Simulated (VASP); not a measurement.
Set up this calculation in VASP 6.6.1, as the native input.

```
Task                   : single point
Functional             : PBE
Potentials or basis    : VASP PAW PBE potentials, release 64 (Al, B, As)
Cutoff                 : 520 eV
k mesh                 : 14 × 14 × 4
Occupations            : gaussian, width 0.1 eV
Spin                   : no spin polarisation
Dipole correction      : no
Further INCAR settings : ALGO = Normal; EDIFF = 1e-07; NBANDS = 18
```

The structure of Al2BAs2 lies in POSCAR:

```
Al2BAs2
1.0
    2.7006656156      0.0000000000      0.0000000000
    0.0000000000      2.7006656156      0.0000000000
    0.0000000000      0.0000000000     12.3907196973
Al B As
2 1 2
Direct
    0.0000000000      0.0000000000      0.3288389745
    0.0000000000      0.0000000000      0.6711610255
    0.0000000000      0.0000000000      0.5000000000
    0.0000000000      0.0000000000      0.1074089125
    0.0000000000      0.0000000000      0.8925910875
```

The cell was generated, and may not be a known phase.

One way to write it, as run:

INCAR

```
PREC = Accurate
ENCUT = 520
EDIFF = 1E-7
ISMEAR = 0
SIGMA = 0.1
LREAL = F
LASPH = T
NELM = 80
ALGO = Normal
ISIF = 2
LWAVE = F
LCHARG = F
GGA = PE
NBANDS = 18
```

KPOINTS

```
regular mesh
0
Gamma
  14 14 4
```

Potentials or basis: VASP PAW PBE potentials, release 64 (Al, B, As).

Run with:

```sh
$ cat potpaw_PBE.64/Al/POTCAR potpaw_PBE.64/B/POTCAR potpaw_PBE.64/As/POTCAR > POTCAR
$ mpirun -np 1 vasp_std > vasp.out
```

Results of the run:

* Pressure: 0.1 GPa
* Largest force: 0.020 eV/Å
* Band gap on the k mesh: zero (an odd number of electrons rules out a gap without spin polarisation)

Caveat: an odd number of electrons without spin polarisation forces a metal; a magnetic or distorted state may lie lower.

Run time: 2.1 min on 1 thread of Intel(R) Xeon(R) Platinum 8488C (Sapphire Rapids), with other jobs on the host, peak memory 0.31 GiB.
